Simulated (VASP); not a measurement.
# Pd (Pm-3m) in VASP: a series of runs

Pd is run at these levels: r2SCAN; tasks: single point, relaxation of cell and atoms.

Program: VASP 6.6.1. These are calculated values, not measurements. Logs are shortened: lines on timing, memory, paths and dates and some standing lists are left out, and cuts for length are marked.

**1. The cell of the first run**

The structure is cubic, space group Pm-3m (No. 221). The conventional cell has a = 2.655 Å, b = 2.655 Å, c = 2.655 Å, α = 90.00°, β = 90.00°, γ = 90.00°. Pd (site symmetry m-3m) has 6 Pd at 2.66 Å within 3.5 Å.

**2. Single point, r2SCAN, collinear spin, ferromagnetic start (volume scaled by 1.08)**

File POSCAR:

```
Pd
1.0
    2.6553289715      0.0000000000      0.0000000000
    0.0000000000      2.6553289715      0.0000000000
    0.0000000000      0.0000000000      2.6553289715
Pd
1
Direct
    0.0000000000      0.0000000000      0.0000000000
```

File INCAR.step1:

```
  ALGO = Normal
  EDIFF = 1E-4
  ENCUT = 520
  GGA = PE
  ISMEAR = -1
  ISPIN = 2
  LASPH = True
  LCHARG = False
  LMAXMIX = 4
  LREAL = False
  LWAVE = True
  MAGMOM = 0.5
  NBANDS = 15
  NELM = 150
  PREC = Accurate
  SIGMA = 0.05
```

File INCAR.step2:

```
  ALGO = Normal
  EDIFF = 1E-6
  ENCUT = 520
  ISIF = 2
  ISMEAR = -1
  ISPIN = 2
  ISTART = 1
  LASPH = True
  LCHARG = True
  LELF = True
  LMAXMIX = 4
  LMIXTAU = True
  LORBIT = 11
  LREAL = False
  LVHAR = True
  LWAVE = False
  MAGMOM = 0.5
  METAGGA = R2SCAN
  NBANDS = 15
  NELM = 150
  PREC = Accurate
  SIGMA = 0.05
```

File KPOINTS:

```
k-points
0
Gamma
  14 14 14
```

Potentials or basis: VASP PAW PBE potentials, release 64 (Pd).

Launch:

```
> cat potpaw_PBE.64/Pd/POTCAR > POTCAR
> cp INCAR.step1 INCAR
> mpirun -np 1 vasp_std > vasp.out
> cp INCAR.step2 INCAR
> mpirun -np 1 vasp_std > vasp.out
```

OUTCAR:

```text
EDIFF = 1E-6
   ENCUT = 520
   ISIF = 2
   ISMEAR = -1
   ISPIN = 2
   ISTART = 1
   LASPH = True
   LORBIT = 11
   LREAL = False
   METAGGA = R2SCAN
   NELM = 150
   PREC = Accurate

 ion  position               nearest neighbor table
   1  0.000  0.000  0.000-

  LATTYP: Found a simple cubic cell.
 ALAT       =     2.6553289715

  Lattice vectors:

 A1 = (   2.6553289715,   0.0000000000,   0.0000000000)
 A2 = (   0.0000000000,   2.6553289715,   0.0000000000)
 A3 = (   0.0000000000,   0.0000000000,   2.6553289715)

Analysis of symmetry for initial positions (statically):
=====================================================================
 Subroutine PRICEL returns:
 Original cell was already a primitive cell.

 Routine SETGRP: Setting up the symmetry group for a
 simple cubic supercell.

 Subroutine GETGRP returns: Found 48 space group operations
 (whereof 48 operations were pure point group operations)
 out of a pool of 48 trial point group operations.

The static configuration has the point symmetry O_h .

Analysis of symmetry for dynamics (positions and initial velocities):
=====================================================================
 Subroutine PRICEL returns:
 Original cell was already a primitive cell.

 Routine SETGRP: Setting up the symmetry group for a
 simple cubic supercell.

 Subroutine GETGRP returns: Found 48 space group operations
 (whereof 48 operations were pure point group operations)
 out of a pool of 48 trial point group operations.

The dynamic configuration has the point symmetry O_h .

Analysis of structural, dynamic, and magnetic symmetry:
=====================================================================
 Subroutine PRICEL returns:
 Original cell was already a primitive cell.

 Routine SETGRP: Setting up the symmetry group for a
 simple cubic supercell.

 Subroutine GETGRP returns: Found 48 space group operations
 (whereof 48 operations were pure point group operations)
 out of a pool of 48 trial point group operations.

The overall configuration has the point symmetry O_h .

 Subroutine INISYM returns: Found 48 space group operations
 (whereof 48 operations are pure point group operations),
 and found     1 'primitive' translations

----------------------------------------------------------------------------------------

                                     Primitive cell

  volume of cell :      18.7221

  direct lattice vectors                    reciprocal lattice vectors
     2.655328971  0.000000000  0.000000000     0.376601171  0.000000000  0.000000000
     0.000000000  2.655328971  0.000000000     0.000000000  0.376601171  0.000000000
     0.000000000  0.000000000  2.655328971     0.000000000  0.000000000  0.376601171

  length of vectors
     2.655328971  2.655328971  2.655328971     0.376601171  0.376601171  0.376601171

  position of ions in fractional coordinates (direct lattice)
     0.000000000  0.000000000  0.000000000

  ion indices of the primitive-cell ions
   primitive index   ion index
                 1           1

----------------------------------------------------------------------------------------

 KPOINTS: k-points

Automatic generation of k-mesh.
 Grid dimensions read from file:
 generate k-points for:   14   14   14

 Generating k-lattice:

  Cartesian coordinates                     Fractional coordinates (reciprocal lattice)
     0.026900084  0.000000000  0.000000000     0.071428571  0.000000000  0.000000000
     0.000000000  0.026900084  0.000000000     0.000000000  0.071428571  0.000000000
     0.000000000  0.000000000  0.026900084     0.000000000  0.000000000  0.071428571

  Length of vectors
     0.026900084  0.026900084  0.026900084

  Shift w.r.t. Gamma in fractional coordinates (k-lattice)
     0.000000000  0.000000000  0.000000000

 Subroutine IBZKPT returns following result:
 ===========================================

 Found    120 irreducible k-points:

 Following reciprocal coordinates:
            Coordinates               Weight
  0.000000  0.000000  0.000000      1.000000
  0.071429  0.000000  0.000000      6.000000
  0.142857  0.000000  0.000000      6.000000
  0.214286  0.000000  0.000000      6.000000
  0.285714  0.000000  0.000000      6.000000
  0.357143  0.000000  0.000000      6.000000
[... 16 lines left out ...]
  0.285714  0.214286  0.000000     24.000000
  0.357143  0.214286  0.000000     24.000000
 [... further k-points ...]
   k-points           NKPTS =    120   k-points in BZ     NKDIM =    120   number of bands    NBANDS=     15
   number of dos      NEDOS =    301   number of ions     NIONS =      1
   total plane-waves  NPLWV =   8000
   dimension x,y,z NGX =    20 NGY =   20 NGZ =   20
   dimension x,y,z NGXF=    40 NGYF=   40 NGZF=   40
   ions per type =               1
   NGX,Y,Z   is equivalent  to a cutoff of  12.52, 12.52, 12.52 a.u.
   NGXF,Y,Z  is equivalent  to a cutoff of  25.04, 25.04, 25.04 a.u.
 SYSTEM =  unknown system
   PREC   = accura    normal or accurate (medium, high low for compatibility)
   ISTART =      1    job   : 0-new  1-cont  2-samecut
   ICHARG =      0    charge: 1-file 2-atom 10-const
   ISPIN  =      2    spin polarized calculation?
   LNONCOLLINEAR =      F non collinear calculations
   LSORBIT =      F    spin-orbit coupling
   LASPH  =      T    aspherical Exc in radial PAW
   ENCUT  =  520.0 eV  38.22 Ry    6.18 a.u.   4.94  4.94  4.94*2*pi/ulx,y,z
   NELM   =    150;   NELMIN=  2; NELMDL=  0     # of ELM steps
   EDIFF  = 0.1E-05   stopping-criterion for ELM
   LREAL  =      F    real-space projection
   EDIFFG = 0.1E-04   stopping-criterion for IOM
   NSW    =      0    number of steps for IOM
   IBRION =     -1    ionic relax: 0-MD 1-quasi-New 2-CG
   NFREE  =      0    steps in history (QN), initial steepest desc. (CG)
   ISIF   =      2    stress and relaxation
   ISYM   =      2    0-nonsym 1-usesym 2-fastsym
   POTIM  = 0.5000    time-step for ionic-motion
   TEBEG  =    0.0;   TEEND  =   0.0 temperature during run
   PSTRESS=    0.0 pullay stress
   NELECT =      10.0000    total number of electrons
   NUPDOWN=      -1.0000    fix difference up-down
   EMIN   =  10.00;   EMAX   =-10.00  energy-range for DOS
   EFERMI =   0.00;   METHOD = LEGACY
   ISMEAR =    -1;   SIGMA  =   0.05  broadening in eV -4-tet -1-fermi 0-gaus
   EFERMI_NEDOS =   21; number of points for ismear=-14 and -15
   IALGO  =     38    algorithm
   IMIX   =      4    mixing-type and parameters
     AMIX     =   0.40;   BMIX     =  1.00
     AMIX_MAG =   1.60;   BMIX_MAG =  1.00
  volume/ion in A,a.u.               =      18.72       126.34
  Fermi-wavevector in a.u.,A,eV,Ry     =   1.328281  2.510086 24.005158  1.764329
  Thomas-Fermi vector in A             =   2.457530
   LORBIT       =     11    0 simple, 1 ext, 2 COOP (PROOUT), +10 PAW based schemes
   METAGGA = R2SCAN    functional components
   LHFCALC =     F    Hartree Fock is set to
   AEXX    =    0.0000 exact exchange contribution
   IVDW    =     0    specifies the selected vdW correction
   LEPSILON=     F    determine dielectric tensor
   LRPA    =     F    only Hartree local field effects (RPA)
 spin polarized calculation
  energy-cutoff  :      520.00
  volume of cell :       18.72
 maximum number of plane-waves:       517
 NGX is ok and might be reduce to    20
   NGX =  9   NGY =  9   NGZ =  9

 number of electron       9.9999994 magnetization      -0.0000002

 number of electron       9.9999994 magnetization       0.0000000

 Free energy of the ion-electron system (eV)
  ---------------------------------------------------
  ext. energy  EPLUGINS =         0.00000000
  ---------------------------------------------------
  free energy    TOTEN  =       -22.42361609 eV

  energy without entropy =      -22.41065185  energy(sigma->0) =      -22.41713397

 E-fermi :   6.3879     XC(G=0): -12.2749

 val. band max:        6.3830447920   @ k =   0.5000   0.0714   0.0000
 cond. band min:       6.4026006610   @ k =   0.2857   0.0000   0.0000
 fundamental gap:      0.0195558690
 Fermi energy:         6.3878557740

 spin component 1

 k-point     1 :       0.0000    0.0000    0.0000
  band No.  band energies     occupation
      1       0.8167      1.00000
      2       2.1350      1.00000
      3       2.1350      1.00000
      4       6.3208      0.79283
      5       6.3208      0.79283
      6       6.3208      0.79283
      7      23.1459      0.00000
      8      23.1459      0.00000
      9      23.1459      0.00000
     10      29.1655      0.00000
     11      29.3686      0.00000
     12      29.3686      0.00000
     13      30.3375      0.00000
     14      37.0721      0.00000
     15      37.0721      0.00000
[... 397 lines left out ...]
 k-point    24 :       0.3571    0.2143    0.0000
  band No.  band energies     occupation
      1       2.6906      1.00000
      2       3.3457      1.00000
      3       4.1584      1.00000
      4       5.2159      1.00000
      5       5.8762      0.99996
      6       6.8258      0.00016
      7      14.5052      0.00000
      8      21.0805      0.00000
      9      26.2717      0.00000
     10      28.8068      0.00000
     11      29.1216      0.00000
     12      29.8537      0.00000
     13      34.2816      0.00000
     14      35.3257      0.00000
     15      36.7819      0.00000

 [... further k-points ...]

 spin component 2

 k-point     1 :       0.0000    0.0000    0.0000
  band No.  band energies     occupation
      1       0.8167      1.00000
      2       2.1350      1.00000
      3       2.1350      1.00000
      4       6.3208      0.79283
      5       6.3208      0.79283
      6       6.3208      0.79283
      7      23.1459      0.00000
      8      23.1459      0.00000
      9      23.1459      0.00000
     10      29.1655      0.00000
     11      29.3686      0.00000
     12      29.3686      0.00000
     13      30.3375      0.00000
     14      37.0721      0.00000
     15      37.0721      0.00000
[... 397 lines left out ...]
 k-point    24 :       0.3571    0.2143    0.0000
  band No.  band energies     occupation
      1       2.6906      1.00000
      2       3.3457      1.00000
      3       4.1584      1.00000
      4       5.2159      1.00000
      5       5.8762      0.99996
      6       6.8258      0.00016
      7      14.5052      0.00000
      8      21.0805      0.00000
      9      26.2717      0.00000
     10      28.8068      0.00000
     11      29.1216      0.00000
     12      29.8537      0.00000
     13      34.2816      0.00000
     14      35.3257      0.00000
     15      36.7819      0.00000

 [... further k-points ...]
[... 5 lines left out ...]
  --------------------------------------------------------------------------------------
  -------------------------------------------------------------------------------------
  Total       -0.9509028     -0.9509028     -0.9509028      0.0000000     -0.0000000      0.0000000
  in kB      -81.3751293    -81.3751293    -81.3751293      0.0000000     -0.0000000      0.0000000
  external PRESSURE =     -81.3751293 kB  Pullay stress =       0.0000000 kB

 VOLUME and BASIS-vectors are now :
 -----------------------------------------------------------------------------
  energy-cutoff  :      520.00
  volume of cell :       18.72
      direct lattice vectors                 reciprocal lattice vectors
     2.655328971  0.000000000  0.000000000     0.376601171  0.000000000  0.000000000
     0.000000000  2.655328971  0.000000000     0.000000000  0.376601171  0.000000000
     0.000000000  0.000000000  2.655328971     0.000000000  0.000000000  0.376601171

 POSITION                                       TOTAL-FORCE (eV/Angst)
 -----------------------------------------------------------------------------------
      0.00000      0.00000      0.00000         0.000000      0.000000      0.000000
 -----------------------------------------------------------------------------------
    total drift:                                0.000000      0.000000      0.000000

  FREE ENERGIE OF THE ION-ELECTRON SYSTEM (eV)
  ---------------------------------------------------
  free  energy   TOTEN  =       -22.4236160874 eV

  energy  without entropy=      -22.4106518507  energy(sigma->0) =      -22.41713397

 total charge

# of ion       s       p       d       tot
------------------------------------------
    1        0.481   0.282   8.549   9.312

 magnetization (x)

# of ion       s       p       d       tot
------------------------------------------
    1       -0.000   0.000  -0.000  -0.000
```

Wall time 2 min (1 thread of Intel Xeon Platinum 8488C (Sapphire Rapids), shared host); peak memory 0.17 GiB.

Results:

```yaml
Free_energy: -22.4236 eV
Pressure: -8.1 GPa
Band_gap_on_the_k_mesh: zero (filled and empty bands overlap)
Net_moment: 0.00 μB per cell
Valence_electrons_inside_the_program's_atomic_spheres: Pd 9.31
```

Levels at points of the mesh, in eV from the Fermi level:
Spin up:
| k point | band 3 | band 4 | band 5 | band 6 | band 7 | band 8 |
| --- | --- | --- | --- | --- | --- | --- |
| (0.00, 0.00, 0.00) | -4.25 | -0.07 | -0.07 | -0.07 | 16.76 | 16.76 |
| (0.50, 0.00, 0.00) | -1.51 | -1.51 | 0.07 | 0.85 | 4.82 | 18.99 |
| (0.50, 0.50, 0.00) | -1.24 | -1.24 | 1.10 | 5.84 | 5.84 | 11.33 |
| (0.50, 0.50, 0.50) | -3.66 | 1.19 | 1.19 | 11.32 | 11.32 | 11.32 |
Spin down:
```
           k point  band 2  band 3  band 4  band 5  band 6  band 7  band 8  band 9
(0.00, 0.00, 0.00)   -4.25   -4.25   -0.07   -0.07   -0.07   16.76   16.76   16.76
(0.50, 0.00, 0.00)   -3.64   -1.51   -1.51    0.07    0.85    4.82   18.99   21.67
(0.50, 0.50, 0.00)   -3.20   -1.24   -1.24    1.10    5.84    5.84   11.33   12.55
(0.50, 0.50, 0.50)   -3.66   -3.66    1.19    1.19   11.32   11.32   11.32   11.71
```

Caveat: the PAW data sets were made with another functional, which shifts forces and pressure a little.

(Part 1 of 2 ends here.)
